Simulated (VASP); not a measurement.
# LiH (Fm-3m) in VASP: a series of runs

The runs below take LiH through single point, with PBE.

Everything below comes from runs of VASP 6.6.1. Logs are shortened: lines on timing, memory, paths and dates and some standing lists are left out, and cuts for length are marked.

**1. The cell of the first run**

Symmetry: Fm-3m, No. 225, cubic system. Conventional cell: a = 4.007 Å, b = 4.007 Å, c = 4.007 Å, α = 90.00°, β = 90.00°, γ = 90.00°. Within 2.7 Å of Li (site symmetry m-3m) lie 6 H at 2.00 Å. Within 2.7 Å of H (site symmetry m-3m) lie 6 Li at 2.00 Å.

**2. Single point, PBE**

Contents of INCAR:

```
PREC = Accurate
ENCUT = 520
EDIFF = 1E-6
ISMEAR = 0
SIGMA = 0.01
LREAL = Auto
LASPH = T
NELM = 60
ALGO = Normal
ISIF = 2
LWAVE = F
LCHARG = F
GGA = PE
NBANDS = 54
```

Contents of KPOINTS:

```
Automatic mesh
0
Gamma
  1 1 1
```

Contents of POSCAR:

```
LiH
1.0
   -4.0071000518      4.0071000518     -4.0071000518
    4.0071000518     -4.0071000518     -4.0071000518
   -4.0071000518     -4.0071000518      4.0071000518
Li H
16 16
Direct
    0.0000000000      0.2500000000      0.7500000000
    0.7500000000      0.2500000000      1.0000000000
    0.5000000000      0.2500000000      0.2500000000
    0.2500000000      0.0000000000      0.7500000000
    0.2500000000      0.2500000000      0.5000000000
    1.0000000000      1.0000000000      1.0000000000
    0.7500000000      0.0000000000      0.2500000000
    0.5000000000      0.7500000000      0.7500000000
    0.5000000000      0.0000000000      0.5000000000
    0.2500000000      0.7500000000      1.0000000000
    0.0000000000      0.7500000000      0.2500000000
    0.7500000000      0.5000000000      0.7500000000
    0.7500000000      0.7500000000      0.5000000000
    0.5000000000      0.5000000000      1.0000000000
    0.2500000000      0.5000000000      0.2500000000
    0.0000000000      0.5000000000      0.5000000000
    0.7500000000      0.2500000000      0.5000000000
    0.5000000000      0.2500000000      0.7500000000
    0.2500000000      0.2500000000      0.0000000000
    0.0000000000      0.0000000000      0.5000000000
    0.0000000000      0.2500000000      0.2500000000
    0.7500000000      0.0000000000      0.7500000000
    0.5000000000      0.0000000000      0.0000000000
    0.2500000000      0.7500000000      0.5000000000
    0.2500000000      0.0000000000      0.2500000000
    0.0000000000      0.7500000000      0.7500000000
    0.7500000000      0.7500000000      0.0000000000
    0.5000000000      0.5000000000      0.5000000000
    0.5000000000      0.7500000000      0.2500000000
    0.2500000000      0.5000000000      0.7500000000
    0.0000000000      0.5000000000      0.0000000000
    0.7500000000      0.5000000000      0.2500000000
```

Potentials or basis: VASP PAW PBE potentials, release 64 (Li_sv, H).

Run with:

```sh
> cat potpaw_PBE.64/Li_sv/POTCAR potpaw_PBE.64/H/POTCAR > POTCAR
> mpirun -np 1 vasp_gam > vasp.out
```

OUTCAR:

```text
PREC = Accurate
   ENCUT = 520
   EDIFF = 1E-6
   ISMEAR = 0
   LREAL = Auto
   LASPH = T
   NELM = 60
   ISIF = 2
   GGA = PE

 ion  position               nearest neighbor table
   1  0.000  0.250  0.750-
   2  0.750  0.250  0.000-
   3  0.500  0.250  0.250-
   4  0.250  0.000  0.750-
   5  0.250  0.250  0.500-
   6  0.000  0.000  0.000-
[... 24 lines left out ...]
  31  0.000  0.500  0.000-
  32  0.750  0.500  0.250-

  LATTYP: Found a body centered cubic cell.
 ALAT       =     8.0142001036

  Lattice vectors:

 A1 = (  -4.0071000518,   4.0071000518,  -4.0071000518)
 A2 = (   4.0071000518,  -4.0071000518,  -4.0071000518)
 A3 = (  -4.0071000518,  -4.0071000518,   4.0071000518)

Analysis of symmetry for initial positions (statically):
=====================================================================
 Subroutine PRICEL returns following result:

  LATTYP: Found a face centered cubic cell.
 ALAT       =     4.0071000518

  Lattice vectors:

 A1 = (   2.0035500259,  -2.0035500259,   0.0000000000)
 A2 = (   2.0035500259,  -0.0000000000,   2.0035500259)
 A3 = (   0.0000000000,  -2.0035500259,   2.0035500259)

  16 primitive cells build up your supercell.

 Routine SETGRP: Setting up the symmetry group for a
 body centered cubic supercell.

 Subroutine GETGRP returns: Found 48 space group operations
 (whereof 48 operations were pure point group operations)
 out of a pool of 48 trial point group operations.

The static configuration has the point symmetry O_h .

Analysis of symmetry for dynamics (positions and initial velocities):
=====================================================================
 Subroutine PRICEL returns following result:

  LATTYP: Found a face centered cubic cell.
 ALAT       =     4.0071000518

  Lattice vectors:

 A1 = (   2.0035500259,  -2.0035500259,   0.0000000000)
 A2 = (   2.0035500259,  -0.0000000000,   2.0035500259)
 A3 = (   0.0000000000,  -2.0035500259,   2.0035500259)

  16 primitive cells build up your supercell.

 Routine SETGRP: Setting up the symmetry group for a
 body centered cubic supercell.

 Subroutine GETGRP returns: Found 48 space group operations
 (whereof 48 operations were pure point group operations)
 out of a pool of 48 trial point group operations.

The dynamic configuration has the point symmetry O_h .

 Subroutine INISYM returns: Found 48 space group operations
 (whereof 48 operations are pure point group operations),
 and found    16 'primitive' translations

----------------------------------------------------------------------------------------

                                     Primitive cell

  volume of cell :      16.0854

  direct lattice vectors                    reciprocal lattice vectors
     2.003550026 -2.003550026  0.000000000     0.249557033 -0.249557033 -0.249557033
     2.003550026 -0.000000000  2.003550026     0.249557033  0.249557033  0.249557033
     0.000000000 -2.003550026  2.003550026    -0.249557033 -0.249557033  0.249557033

  length of vectors
     2.833447620  2.833447620  2.833447620     0.432245461  0.432245461  0.432245461

  position of ions in fractional coordinates (direct lattice)
     1.000000000  0.000000000  0.000000000
     0.500000000  0.500000000  0.500000000

  ion indices of the primitive-cell ions
   primitive index   ion index
                 1           1
                 2          17

----------------------------------------------------------------------------------------

 KPOINTS: Automatic mesh

Automatic generation of k-mesh.
 Grid dimensions read from file:
 generate k-points for:    1    1    1

 Generating k-lattice:

  Cartesian coordinates                     Fractional coordinates (reciprocal lattice)
    -0.124778517  0.000000000 -0.124778517     1.000000000  0.000000000  0.000000000
     0.000000000 -0.124778517 -0.124778517     0.000000000  1.000000000  0.000000000
    -0.124778517 -0.124778517  0.000000000     0.000000000  0.000000000  1.000000000

  Length of vectors
     0.176463470  0.176463470  0.176463470

  Shift w.r.t. Gamma in fractional coordinates (k-lattice)
     0.000000000  0.000000000  0.000000000

 Subroutine IBZKPT returns following result:
 ===========================================

 Found      1 irreducible k-points:

 Following reciprocal coordinates:
            Coordinates               Weight
  0.000000  0.000000  0.000000      1.000000
   k-points           NKPTS =      1   k-points in BZ     NKDIM =      1   number of bands    NBANDS=     54
   number of dos      NEDOS =    301   number of ions     NIONS =     32
   total plane-waves  NPLWV = 157464
   dimension x,y,z NGX =    54 NGY =   54 NGZ =   54
   dimension x,y,z NGXF=   108 NGYF=  108 NGZF=  108
   ions per type =              16  16
   NGX,Y,Z   is equivalent  to a cutoff of  12.93, 12.93, 12.93 a.u.
   NGXF,Y,Z  is equivalent  to a cutoff of  25.87, 25.87, 25.87 a.u.
 SYSTEM =  unknown system
   PREC   = accura    normal or accurate (medium, high low for compatibility)
   ISTART =      0    job   : 0-new  1-cont  2-samecut
   ICHARG =      2    charge: 1-file 2-atom 10-const
   ISPIN  =      1    spin polarized calculation?
   LNONCOLLINEAR =      F non collinear calculations
   LSORBIT =      F    spin-orbit coupling
   LASPH  =      T    aspherical Exc in radial PAW
   ENCUT  =  520.0 eV  38.22 Ry    6.18 a.u.  12.90 12.90 12.90*2*pi/ulx,y,z
   NELM   =     60;   NELMIN=  2; NELMDL= -5     # of ELM steps
   EDIFF  = 0.1E-05   stopping-criterion for ELM
   LREAL  =      T    real-space projection
   EDIFFG = 0.1E-04   stopping-criterion for IOM
   NSW    =      0    number of steps for IOM
   IBRION =     -1    ionic relax: 0-MD 1-quasi-New 2-CG
   NFREE  =      0    steps in history (QN), initial steepest desc. (CG)
   ISIF   =      2    stress and relaxation
   ISYM   =      2    0-nonsym 1-usesym 2-fastsym
   POTIM  = 0.5000    time-step for ionic-motion
   TEBEG  =    0.0;   TEEND  =   0.0 temperature during run
   PSTRESS=    0.0 pullay stress
   NELECT =      64.0000    total number of electrons
   NUPDOWN=      -1.0000    fix difference up-down
   EMIN   =  10.00;   EMAX   =-10.00  energy-range for DOS
   EFERMI =   0.00;   METHOD = LEGACY
   ISMEAR =     0;   SIGMA  =   0.01  broadening in eV -4-tet -1-fermi 0-gaus
   EFERMI_NEDOS =   21; number of points for ismear=-14 and -15
   IALGO  =     38    algorithm
   IMIX   =      4    mixing-type and parameters
     AMIX     =   0.40;   BMIX     =  1.00
     AMIX_MAG =   1.60;   BMIX_MAG =  1.00
  volume/ion in A,a.u.               =       8.04        54.27
  Fermi-wavevector in a.u.,A,eV,Ry     =   1.029480  1.945435 14.419854  1.059829
  Thomas-Fermi vector in A             =   2.163530
   LORBIT       =      0    0 simple, 1 ext, 2 COOP (PROOUT), +10 PAW based schemes
   GGA     = PE    functional components
   LHFCALC =     F    Hartree Fock is set to
   AEXX    =    0.0000 exact exchange contribution
   IVDW    =     0    specifies the selected vdW correction
   LEPSILON=     F    determine dielectric tensor
   LRPA    =     F    only Hartree local field effects (RPA)
 non-spin polarized calculation
 Gauss-broadening in eV      SIGMA  =   0.01
  energy-cutoff  :      520.00
  volume of cell :      257.37
 maximum number of plane-waves:      3482
 NGX is ok and might be reduce to    50

 number of electron      64.0000024 magnetization

 Free energy of the ion-electron system (eV)
  ---------------------------------------------------
  ext. energy  EPLUGINS =         0.00000000
  ---------------------------------------------------
  free energy    TOTEN  =       -98.14704283 eV

  energy without entropy =      -98.14704283  energy(sigma->0) =      -98.14704283

 E-fermi :   0.3008     XC(G=0):  -8.5075

 val. band max:        0.1219156482   @ k =   0.0000   0.0000   0.0000
 cond. band min:       3.0775954243   @ k =   0.0000   0.0000   0.0000
 fundamental gap:      2.9556797761
 Fermi energy:         0.3008018697

 k-point     1 :       0.0000    0.0000    0.0000
  band No.  band energies     occupation
      1     -44.1885      2.00000
      2     -44.1424      2.00000
      3     -44.1424      2.00000
      4     -44.1424      2.00000
      5     -44.1424      2.00000
      6     -44.1424      2.00000
[... 36 lines left out ...]
     43       7.6488      0.00000
     44       7.6488      0.00000
 [bands above 44 left out]

------------------------ aborting loop because EDIFF is reached ----------------------------------------

  FORCE on cell =-STRESS in cart. coord.  units (eV):
  Direction    XX          YY          ZZ          XY          YZ          ZX
  --------------------------------------------------------------------------------------
  -------------------------------------------------------------------------------------
  Total        1.6993914      1.6993914      1.6993914      0.0000000     -0.0000000     -0.0000000
  in kB       10.5792151     10.5792151     10.5792151      0.0000000     -0.0000000     -0.0000000
  external PRESSURE =      10.5792151 kB  Pullay stress =       0.0000000 kB

 VOLUME and BASIS-vectors are now :
 -----------------------------------------------------------------------------
  energy-cutoff  :      520.00
  volume of cell :      257.37
      direct lattice vectors                 reciprocal lattice vectors
    -4.007100052  4.007100052 -4.007100052    -0.124778517  0.000000000 -0.124778517
     4.007100052 -4.007100052 -4.007100052     0.000000000 -0.124778517 -0.124778517
    -4.007100052 -4.007100052  4.007100052    -0.124778517 -0.124778517  0.000000000

 POSITION                                       TOTAL-FORCE (eV/Angst)
 -----------------------------------------------------------------------------------
     -2.00355     -4.00710      2.00355         0.000000      0.000000      0.000000
     -2.00355      2.00355     -4.00710         0.000000      0.000000     -0.000000
     -2.00355      0.00000     -2.00355        -0.000000      0.000000      0.000000
     -4.00710     -2.00355      2.00355         0.000000      0.000000     -0.000000
     -2.00355     -2.00355      0.00000         0.000000      0.000000     -0.000000
      0.00000      0.00000      0.00000        -0.000000      0.000000      0.000000
[... 24 lines left out ...]
      2.00355     -2.00355     -2.00355         0.000000     -0.000000      0.000000
     -2.00355      0.00000     -4.00710         0.000000     -0.000000      0.000000
 -----------------------------------------------------------------------------------
    total drift:                                0.000000     -0.000000     -0.000000

  FREE ENERGIE OF THE ION-ELECTRON SYSTEM (eV)
  ---------------------------------------------------
  free  energy   TOTEN  =       -98.1470428273 eV

  energy  without entropy=      -98.1470428273  energy(sigma->0) =      -98.14704283
```

Run time: 83 s. Hardware: 1 thread of Intel Xeon Platinum 8259CL at 2.50GHz (Skylake/Cascade Lake), shared host; peak memory 0.34 GiB.

Results:

* Free energy: -98.1470 eV
* Band gap on the k mesh: 2.96 eV

Caveat: the k points lie up to 1.11 Å⁻¹ apart; the cutoff is under 1.25 times the usual one of these potentials, so pressure, stress and relaxed cells hold a basis-set (Pulay) error; an odd mesh through Γ misses points on the zone boundary, where band edges can lie.

**3. Single point, PBE**

This run uses another cell than the first one: it holds 16 atoms, not 32.

Edit INCAR of step 2 so:

```diff
@@ -7,3 +7,3 @@
 LASPH = T
-NELM = 60
+NELM = 80
 ALGO = Normal
@@ -13,2 +13,2 @@
 GGA = PE
-NBANDS = 54
+NBANDS = 30
```

Contents of KPOINTS:

```
Automatic mesh
0
Gamma
  2 2 2
```

Contents of POSCAR:

```
LiH
1.0
    0.0000000000      4.0071000518     -4.0071000518
    4.0071000518      4.0071000518      0.0000000000
    4.0071000518      0.0000000000     -4.0071000518
Li H
8 8
Direct
    0.5000000000      0.5000000000      0.0000000000
    0.5000000000      0.0000000000      0.0000000000
    1.0000000000      0.5000000000      0.0000000000
    1.0000000000      0.0000000000      0.0000000000
    0.5000000000      0.5000000000      0.5000000000
    0.5000000000      0.0000000000      0.5000000000
    1.0000000000      0.5000000000      0.5000000000
    1.0000000000      0.0000000000      0.5000000000
    0.2500000000      0.7500000000      0.2500000000
    0.2500000000      0.2500000000      0.2500000000
    0.7500000000      0.7500000000      0.2500000000
    0.7500000000      0.2500000000      0.2500000000
    0.2500000000      0.7500000000      0.7500000000
    0.2500000000      0.2500000000      0.7500000000
    0.7500000000      0.7500000000      0.7500000000
    0.7500000000      0.2500000000      0.7500000000
```

Potentials or basis: VASP PAW PBE potentials, release 64 (Li_sv, H).

Run with:

```sh
> cat potpaw_PBE.64/Li_sv/POTCAR potpaw_PBE.64/H/POTCAR > POTCAR
> mpirun -np 1 vasp_std > vasp.out
```

Wall time 27 s (1 thread of AMD EPYC 7R43 (Zen 3), shared host); peak memory 0.2 GiB.

The run converged. Its results:

| Property | Result |
| --- | --- |
| Free energy | -48.8975 eV |
| Band gap on the k mesh | 2.97 eV |

Levels at points of the mesh, in eV from the valence-band top:
```tsv
k point	band 12	band 13	band 14	band 15	band 16	band 17	band 18	band 19	band 20	band 21
(0.00, 0.00, 0.00)	-2.64	-2.64	0.00	0.00	0.00	2.97	2.97	2.97	4.91	4.91
(0.50, 0.00, 0.00)	-1.74	-1.74	-1.74	-1.74	-1.74	5.43	5.43	5.43	5.43	5.43
(0.50, 0.50, 0.00)	-2.68	-2.68	-2.68	-0.23	-0.23	5.25	5.25	5.25	5.25	7.54
```

Caveat: the k points lie up to 0.68 Å⁻¹ apart; the cutoff is under 1.25 times the usual one of these potentials, so pressure, stress and relaxed cells hold a basis-set (Pulay) error.

**4. Single point, PBE**

This run uses another cell than the first one: it holds 54 atoms, not 32.

Contents of INCAR:

```
PREC = Accurate
ENCUT = 520
EDIFF = 1E-7
ISMEAR = 0
SIGMA = 0.01
LREAL = Auto
LASPH = T
NELM = 80
ALGO = Normal
ISIF = 2
LWAVE = F
LCHARG = T
GGA = PE
LELF = T
LVHAR = T
NBANDS = 87
```

Contents of KPOINTS:

```
Automatic mesh
0
Gamma
  1 1 1
```

Contents of POSCAR:

```
LiH
1.0
    0.0000000000      6.0106500781     -6.0106500781
    6.0106500781      6.0106500781      0.0000000000
    6.0106500781      0.0000000000     -6.0106500781
Li H
27 27
Direct
    0.6666666667      0.3333333333      0.3333333333
    0.6666666667      0.6666666667      0.3333333333
    0.6666666667      1.0000000000      0.3333333333
    0.3333333333      0.3333333333      0.3333333333
    0.3333333333      0.6666666667      0.3333333333
    0.3333333333      0.0000000000      0.3333333333
    1.0000000000      0.3333333333      0.3333333333
    1.0000000000      0.6666666667      0.3333333333
    1.0000000000      0.0000000000      0.3333333333
    0.6666666667      0.3333333333      0.0000000000
    0.6666666667      0.6666666667      0.0000000000
    0.6666666667      0.0000000000      0.0000000000
    0.3333333333      0.3333333333      0.0000000000
    0.3333333333      0.6666666667      0.0000000000
    0.3333333333      0.0000000000      0.0000000000
    1.0000000000      0.3333333333      0.0000000000
    1.0000000000      0.6666666667      0.0000000000
    1.0000000000      0.0000000000      0.0000000000
    0.6666666667      0.3333333333      0.6666666667
    0.6666666667      0.6666666667      0.6666666667
    0.6666666667      0.0000000000      0.6666666667
    0.3333333333      0.3333333333      0.6666666667
    0.3333333333      0.6666666667      0.6666666667
    0.3333333333      0.0000000000      0.6666666667
    1.0000000000      0.3333333333      0.6666666667
    1.0000000000      0.6666666667      0.6666666667
    1.0000000000      0.0000000000      0.6666666667
    0.5000000000      0.5000000000      0.5000000000
    0.5000000000      0.8333333333      0.5000000000
    0.5000000000      0.1666666667      0.5000000000
    0.1666666667      0.5000000000      0.5000000000
    0.1666666667      0.8333333333      0.5000000000
    0.1666666667      0.1666666667      0.5000000000
    0.8333333333      0.5000000000      0.5000000000
    0.8333333333      0.8333333333      0.5000000000
    0.8333333333      0.1666666667      0.5000000000
    0.5000000000      0.5000000000      0.1666666667
    0.5000000000      0.8333333333      0.1666666667
    0.5000000000      0.1666666667      0.1666666667
    0.1666666667      0.5000000000      0.1666666667
    0.1666666667      0.8333333333      0.1666666667
    0.1666666667      0.1666666667      0.1666666667
    0.8333333333      0.5000000000      0.1666666667
    0.8333333333      0.8333333333      0.1666666667
    0.8333333333      0.1666666667      0.1666666667
    0.5000000000      0.5000000000      0.8333333333
    0.5000000000      0.8333333333      0.8333333333
    0.5000000000      0.1666666667      0.8333333333
    0.1666666667      0.5000000000      0.8333333333
    0.1666666667      0.8333333333      0.8333333333
    0.1666666667      0.1666666667      0.8333333333
    0.8333333333      0.5000000000      0.8333333333
    0.8333333333      0.8333333333      0.8333333333
    0.8333333333      0.1666666667      0.8333333333
```

Run with:

```sh
> cat potpaw_PBE.64/Li_sv/POTCAR potpaw_PBE.64/H/POTCAR > POTCAR
> mpirun -np 1 vasp_gam > vasp.out
```

It took 67 s on 1 thread of AMD EPYC 9R45 (Zen 5), shared host; peak memory 0.48 GiB.

Results (log left out):

- Free energy: -166.3940 eV
- Band gap on the k mesh: 6.12 eV

Levels at points of the mesh, in eV from the valence-band top:
```
           k point  band 52  band 53  band 54  band 55  band 56  band 57
(0.00, 0.00, 0.00)     0.00     0.00     0.00     6.12     6.12     6.12
```

Caveat: the k points lie up to 0.91 Å⁻¹ apart; the cutoff is under 1.25 times the usual one of these potentials, so pressure, stress and relaxed cells hold a basis-set (Pulay) error; an odd mesh through Γ misses points on the zone boundary, where band edges can lie.

**5. Summary**

```csv
cell,k mesh,gap on the mesh (eV)
"a = 6.941 Å, angles 109.5°, 32 atoms, atomic positions A",1 × 1 × 1,2.96
"a = 5.667 Å, angles 60.0°, 16 atoms, atomic positions B",2 × 2 × 2,2.97
"a = 8.500 Å, angles 60.0°, 54 atoms, atomic positions C",1 × 1 × 1,6.12
```

Alike in all rows: task single point; level PBE; potentials or basis VASP PAW PBE potentials, release 64 (Li_sv, H); no spin polarisation; cutoff (eV) 520; smearing gaussian 0.01 eV.

Caveats: all runs use coarse meshes; the cutoff is under 1.25 times the usual one of these potentials, so pressure, stress and relaxed cells hold a basis-set (Pulay) error; an odd mesh through Γ misses points on the zone boundary, where band edges can lie (at least some runs).

Absolute energies hang on the potentials; compare differences alone.
